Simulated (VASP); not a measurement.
# WC: single point with PBE

Crystal: WC.

```xyz
2
Lattice="0.0000 2.2557 2.1900 2.1900 0.0000 2.1900 2.1900 2.2557 0.0000" Properties=species:S:1:pos:R:3 pbc="T T T"
W     0.0000    0.0000    0.0000
C     2.1900    2.2557    2.1900
```

This cell differs from its parent crystal: strain +0.0300 x Voigt [0, 1, 0, 0, 0, 0].

- Program: VASP 6.6.1
- Task: single point
- Functional: PBE
- Potentials or basis: VASP PAW PBE potentials, release 64 (W_sv, C)
- Cutoff: 520 eV
- k mesh: 24 × 24 × 24
- Occupations: gaussian, width 0.15 eV
- Spin: no spin polarisation
- Dipole correction: no
- Further INCAR settings: ALGO = Normal; EDIFF = 1e-06; NBANDS = 16

* Pressure: -8.7 GPa
* Band gap on the k mesh: zero (band 9 reaches 12.92 eV, above the bottom of band 10 at 10.01 eV)

Stress tensor (GPa, compression positive):
```
 -4.26   0.00   0.00
  0.00 -17.55   0.00
  0.00   0.00  -4.26
```

Levels at points of the mesh, in eV from the Fermi level:
| k point | band 6 | band 7 | band 8 | band 9 | band 10 | band 11 | band 12 | band 13 |
| --- | --- | --- | --- | --- | --- | --- | --- | --- |
| (0.00, 0.00, 0.00) | -2.86 | -2.51 | -2.51 | -1.12 | -1.07 | -0.96 | -0.96 | -0.76 |
| (0.50, 0.00, 0.00) | -9.55 | -6.41 | -6.36 | 0.91 | 1.12 | 2.26 | 4.89 | 8.12 |
| (0.50, 0.50, 0.00) | -5.55 | -5.40 | -2.52 | -2.48 | 0.81 | 2.01 | 2.34 | 5.37 |
| (0.50, 0.00, 0.50) | -5.71 | -5.54 | -2.31 | -2.31 | 0.79 | 2.17 | 2.17 | 4.90 |

Wall time 8.1 min on 1 thread of AMD EPYC 7R43 64-Core Processor (Zen 3), on a shared host, peak memory 0.41 GiB.

Caveat: the cell differs from its parent crystal (strain +0.0300 x Voigt [0, 1, 0, 0, 0, 0]); spin-orbit coupling is left out, which moves the levels of the heavy elements.
